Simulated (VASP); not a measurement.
# MgO (F-43m) in VASP: single point with HSE06

Aim: the single point of MgO with HSE06.

Program: VASP 6.6.1. These are calculated values, not measurements. Logs are shortened: lines on timing, memory, paths and dates and some standing lists are left out, and cuts for length are marked.

## (1) The cell of the first run

The structure is cubic, space group F-43m (No. 216). Conventional cell: a = 4.837 Å, b = 4.837 Å, c = 4.837 Å, α = 90.00°, β = 90.00°, γ = 90.00°. Mg (site symmetry -43m) has 4 O at 2.09 Å within 2.8 Å. Within 2.8 Å of O (site symmetry -43m) lie 4 Mg at 2.09 Å.

## (2) Single point, HSE06 (strain +6.0%)

POSCAR reads:

```
MgO
1.0
    0.0000000000      2.4184696010      2.4184696010
    2.4184696010      0.0000000000      2.4184696010
    2.4184696010      2.4184696010      0.0000000000
Mg O
1 1
Direct
    0.0000000000      0.0000000000      0.0000000000
    0.2500000000      0.2500000000      0.2500000000
```

INCAR.step1 reads:

```
SYSTEM = MgO
ALGO = Normal
EDIFF = 1E-5
ENCUT = 520
GGA = PE
ISIF = 2
ISMEAR = 0
LASPH = .TRUE.
LCHARG = .FALSE.
LREAL = .FALSE.
LWAVE = .TRUE.
NBANDS = 11
NELM = 100
PREC = Accurate
SIGMA = 0.01
```

INCAR.step2 reads:

```
SYSTEM = MgO
ALGO = Normal
EDIFF = 1E-6
ENCUT = 520
GGA = PE
HFSCREEN = 0.2079
ISIF = 2
ISMEAR = 0
ISTART = 1
LASPH = .TRUE.
LCHARG = .FALSE.
LHFCALC = .TRUE.
LREAL = .FALSE.
LWAVE = .FALSE.
NBANDS = 11
NELM = 100
PREC = Accurate
PRECFOCK = Normal
SIGMA = 0.01
```

KPOINTS reads:

```
k-points
0
G
  6 6 6
  0 0 0
```

Potentials or basis: VASP PAW PBE potentials, release 64 (Mg, O).

Launch:

```
> cat potpaw_PBE.64/Mg/POTCAR potpaw_PBE.64/O/POTCAR > POTCAR
> cp INCAR.step1 INCAR
> mpirun -np 1 vasp_std > vasp.out
> cp INCAR.step2 INCAR
> mpirun -np 1 vasp_std > vasp.out
```

OUTCAR:

```text
SYSTEM = MgO
   EDIFF = 1E-6
   ENCUT = 520
   GGA = PE
   HFSCREEN = 0.2079
   ISIF = 2
   ISMEAR = 0
   ISTART = 1
   LASPH = .TRUE.
   LHFCALC = .TRUE.
   LREAL = .FALSE.
   NELM = 100
   PREC = Accurate
   PRECFOCK = Normal

 ion  position               nearest neighbor table
   1  0.000  0.000  0.000-   2 2.09   2 2.09   2 2.09   2 2.09
   2  0.250  0.250  0.250-   1 2.09   1 2.09   1 2.09   1 2.09

  LATTYP: Found a face centered cubic cell.
 ALAT       =     4.8369392020

  Lattice vectors:

 A1 = (   0.0000000000,   2.4184696010,   2.4184696010)
 A2 = (   2.4184696010,   0.0000000000,   2.4184696010)
 A3 = (   2.4184696010,   2.4184696010,   0.0000000000)

Analysis of symmetry for initial positions (statically):
=====================================================================
 Subroutine PRICEL returns:
 Original cell was already a primitive cell.

 Routine SETGRP: Setting up the symmetry group for a
 face centered cubic supercell.

 Subroutine GETGRP returns: Found 24 space group operations
 (whereof 24 operations were pure point group operations)
 out of a pool of 48 trial point group operations.

The static configuration has the point symmetry T_d .

Analysis of symmetry for dynamics (positions and initial velocities):
=====================================================================
 Subroutine PRICEL returns:
 Original cell was already a primitive cell.

 Routine SETGRP: Setting up the symmetry group for a
 face centered cubic supercell.

 Subroutine GETGRP returns: Found 24 space group operations
 (whereof 24 operations were pure point group operations)
 out of a pool of 48 trial point group operations.

The dynamic configuration has the point symmetry T_d .

 Subroutine INISYM returns: Found 24 space group operations
 (whereof 24 operations are pure point group operations),
 and found     1 'primitive' translations

----------------------------------------------------------------------------------------

                                     Primitive cell

  volume of cell :      28.2912

  direct lattice vectors                    reciprocal lattice vectors
     0.000000000  2.418469601  2.418469601    -0.206742313  0.206742313  0.206742313
     2.418469601  0.000000000  2.418469601     0.206742313 -0.206742313  0.206742313
     2.418469601  2.418469601  0.000000000     0.206742313  0.206742313 -0.206742313

  length of vectors
     3.420232510  3.420232510  3.420232510     0.358088191  0.358088191  0.358088191

  position of ions in fractional coordinates (direct lattice)
     0.000000000  0.000000000  0.000000000
     0.250000000  0.250000000  0.250000000

  ion indices of the primitive-cell ions
   primitive index   ion index
                 1           1
                 2           2

----------------------------------------------------------------------------------------

 KPOINTS: k-points

Automatic generation of k-mesh.
 Grid dimensions read from file:
 generate k-points for:    6    6    6

 Generating k-lattice:

  Cartesian coordinates                     Fractional coordinates (reciprocal lattice)
    -0.034457052  0.034457052  0.034457052     0.166666667  0.000000000  0.000000000
     0.034457052 -0.034457052  0.034457052     0.000000000  0.166666667  0.000000000
     0.034457052  0.034457052 -0.034457052     0.000000000  0.000000000  0.166666667

  Length of vectors
     0.059681365  0.059681365  0.059681365

  Shift w.r.t. Gamma in fractional coordinates (k-lattice)
     0.000000000  0.000000000  0.000000000

 Subroutine IBZKPT returns following result:
 ===========================================

 Found     16 irreducible k-points:

 Following reciprocal coordinates:
            Coordinates               Weight
  0.000000  0.000000  0.000000      1.000000
  0.166667  0.000000  0.000000      8.000000
  0.333333  0.000000  0.000000      8.000000
  0.500000  0.000000  0.000000      4.000000
  0.166667  0.166667  0.000000      6.000000
  0.333333  0.166667  0.000000     24.000000
[... 8 lines left out ...]
 -0.333333  0.333333  0.166667     24.000000
 -0.333333  0.500000  0.166667     12.000000
   k-points           NKPTS =     16   k-points in BZ     NKDIM =    216   number of bands    NBANDS=     11
   number of dos      NEDOS =    301   number of ions     NIONS =      2
   total plane-waves  NPLWV =  21952
   dimension x,y,z NGX =    28 NGY =   28 NGZ =   28
   dimension x,y,z NGXF=    56 NGYF=   56 NGZF=   56
   ions per type =               1   1
   NGX,Y,Z   is equivalent  to a cutoff of  13.61, 13.61, 13.61 a.u.
   NGXF,Y,Z  is equivalent  to a cutoff of  27.22, 27.22, 27.22 a.u.
 SYSTEM =  MgO
   PREC   = accura    normal or accurate (medium, high low for compatibility)
   ISTART =      1    job   : 0-new  1-cont  2-samecut
   ICHARG =      0    charge: 1-file 2-atom 10-const
   ISPIN  =      1    spin polarized calculation?
   LNONCOLLINEAR =      F non collinear calculations
   LSORBIT =      F    spin-orbit coupling
   LASPH  =      T    aspherical Exc in radial PAW
   ENCUT  =  520.0 eV  38.22 Ry    6.18 a.u.   6.36  6.36  6.36*2*pi/ulx,y,z
   NELM   =    100;   NELMIN=  2; NELMDL=  0     # of ELM steps
   EDIFF  = 0.1E-05   stopping-criterion for ELM
   LREAL  =      F    real-space projection
   EDIFFG = 0.1E-04   stopping-criterion for IOM
   NSW    =      0    number of steps for IOM
   IBRION =     -1    ionic relax: 0-MD 1-quasi-New 2-CG
   NFREE  =      0    steps in history (QN), initial steepest desc. (CG)
   ISIF   =      2    stress and relaxation
   ISYM   =      3    0-nonsym 1-usesym 2-fastsym
   POTIM  = 0.5000    time-step for ionic-motion
   TEBEG  =    0.0;   TEEND  =   0.0 temperature during run
   PSTRESS=    0.0 pullay stress
   NELECT =       8.0000    total number of electrons
   NUPDOWN=      -1.0000    fix difference up-down
   EMIN   =  10.00;   EMAX   =-10.00  energy-range for DOS
   EFERMI =   0.00;   METHOD = LEGACY
   ISMEAR =     0;   SIGMA  =   0.01  broadening in eV -4-tet -1-fermi 0-gaus
   EFERMI_NEDOS =   21; number of points for ismear=-14 and -15
   IALGO  =     38    algorithm
   IMIX   =      1    mixing-type and parameters
     AMIX     =   0.40;   BMIX     =  1.00
     AMIX_MAG =   1.60;   BMIX_MAG =  1.00
  volume/ion in A,a.u.               =      14.15        95.46
  Fermi-wavevector in a.u.,A,eV,Ry     =   1.074536  2.030578 15.709655  1.154627
  Thomas-Fermi vector in A             =   2.210367
   LORBIT       =      0    0 simple, 1 ext, 2 COOP (PROOUT), +10 PAW based schemes
   GGA     = PE    functional components
   LHFCALC =     T    Hartree Fock is set to
   PRECFOCK=normal    Normal, Fast or Accurate (Low or Medium for compatibility)
   ENCUT4O =  -1.0   cutoff for four orbital integrals eV
   NKREDX  =     1    reduce k-point grid by
   NKREDY  =     1    reduce k-point grid by
   NKREDZ  =     1    reduce k-point grid by
   AEXX    =    0.2500 exact exchange contribution
   HFSCREEN=    0.2079 screening length (either q_TF or 0.3 A-1)
   HFSCREENC=   0.2079 screening length for correlation (either q_TF or 0.3 A-1)
   ENCUTFOCK=  -1.0 apply spherical cutoff to Coloumb kernel
   IVDW    =     0    specifies the selected vdW correction
   LEPSILON=     F    determine dielectric tensor
   LRPA    =     F    only Hartree local field effects (RPA)
 non-spin polarized calculation
 Gauss-broadening in eV      SIGMA  =   0.01
  energy-cutoff  :      520.00
  volume of cell :       28.29
 maximum number of plane-waves:       778
 NGX is ok and might be reduce to    28
  NGX = 20; NGY = 20; NGZ = 20

 number of electron       7.9999999 magnetization

 Free energy of the ion-electron system (eV)
  ---------------------------------------------------
  ext. energy  EPLUGINS =         0.00000000
  ---------------------------------------------------
  free energy    TOTEN  =       -13.68625921 eV

  energy without entropy =      -13.68625921  energy(sigma->0) =      -13.68625921

 E-fermi :  -1.0746     XC(G=0):  -7.4453

 val. band max:       -1.1922579568   @ k =   0.0000   0.0000   0.0000
 cond. band min:       3.0266123990   @ k =   0.0000   0.0000   0.0000
 fundamental gap:      4.2188703559
 Fermi energy:        -1.0745973058

 k-point     1 :       0.0000    0.0000    0.0000
  band No.  band energies     occupation
      1     -18.1200      2.00000
      2      -1.1923      2.00000
      3      -1.1923      2.00000
      4      -1.1923      2.00000
      5       3.0266      0.00000
      6      15.6476      0.00000
      7      15.6476      0.00000
      8      15.6476      0.00000
      9      19.2713      0.00000
     10      19.2713      0.00000
     11      19.2714      0.00000

 k-point     2 :       0.1667    0.0000    0.0000
  band No.  band energies     occupation
      1     -18.0059      2.00000
      2      -2.1523      2.00000
      3      -1.2443      2.00000
      4      -1.2443      2.00000
      5       4.2617      0.00000
      6      13.7609      0.00000
      7      15.4882      0.00000
      8      15.4882      0.00000
      9      17.7276      0.00000
     10      17.7276      0.00000
     11      18.2646      0.00000

 k-point     3 :       0.3333    0.0000    0.0000
  band No.  band energies     occupation
      1     -17.7672      2.00000
      2      -3.4406      2.00000
      3      -1.3446      2.00000
      4      -1.3446      2.00000
      5       6.3627      0.00000
      6      10.9845      0.00000
      7      14.4119      0.00000
      8      14.4119      0.00000
      9      17.9269      0.00000
     10      18.9404      0.00000
     11      18.9404      0.00000
[... 155 lines left out ...]
 k-point    15 :      -0.3333    0.3333    0.1667
  band No.  band energies     occupation
      1     -17.5330      2.00000
      2      -3.2325      2.00000
      3      -2.4627      2.00000
      4      -1.7968      2.00000
      5       7.8921      0.00000
      6      10.2567      0.00000
      7      12.1733      0.00000
      8      13.9878      0.00000
      9      18.3213      0.00000
     10      19.3824      0.00000
     11      23.6249      0.00000

 k-point    16 :      -0.3333    0.5000    0.1667
  band No.  band energies     occupation
      1     -17.4968      2.00000
      2      -3.1455      2.00000
      3      -2.3612      2.00000
      4      -2.0998      2.00000
      5       7.1294      0.00000
      6      11.1887      0.00000
      7      12.4593      0.00000
      8      13.4609      0.00000
      9      17.2382      0.00000
     10      21.3655      0.00000
     11      21.9709      0.00000

------------------------ aborting loop because EDIFF is reached ----------------------------------------

  FORCE on cell =-STRESS in cart. coord.  units (eV):
  Direction    XX          YY          ZZ          XY          YZ          ZX
  --------------------------------------------------------------------------------------
  -------------------------------------------------------------------------------------
  Total       -2.7770993     -2.7770993     -2.7770993     -0.0000000     -0.0000000     -0.0000000
  in kB     -157.2715232   -157.2715232   -157.2715232     -0.0000000     -0.0000000     -0.0000000
  external PRESSURE =    -157.2715232 kB  Pullay stress =       0.0000000 kB

 VOLUME and BASIS-vectors are now :
 -----------------------------------------------------------------------------
  energy-cutoff  :      520.00
  volume of cell :       28.29
      direct lattice vectors                 reciprocal lattice vectors
     0.000000000  2.418469601  2.418469601    -0.206742313  0.206742313  0.206742313
     2.418469601  0.000000000  2.418469601     0.206742313 -0.206742313  0.206742313
     2.418469601  2.418469601  0.000000000     0.206742313  0.206742313 -0.206742313

 POSITION                                       TOTAL-FORCE (eV/Angst)
 -----------------------------------------------------------------------------------
      0.00000      0.00000      0.00000        -0.000000     -0.000000     -0.000000
      1.20923      1.20923      1.20923         0.000000      0.000000      0.000000
 -----------------------------------------------------------------------------------
    total drift:                                0.000000      0.000001      0.000001

  FREE ENERGIE OF THE ION-ELECTRON SYSTEM (eV)
  ---------------------------------------------------
  free  energy   TOTEN  =       -13.6862592139 eV

  energy  without entropy=      -13.6862592139  energy(sigma->0) =      -13.68625921
```

Run time: 12 min. Hardware: 1 thread of Intel Xeon 6975P-C, shared host; peak memory 0.27 GiB.

What came out:

| Quantity | Value |
| --- | --- |
| Free energy | -13.6863 eV |
| Pressure | -15.7 GPa |
| Band gap on the k mesh | 4.22 eV, direct |

Caveat: the cell differs from its parent crystal (strain +6.0%); the PAW data sets were made with another functional, which shifts forces and pressure a little.
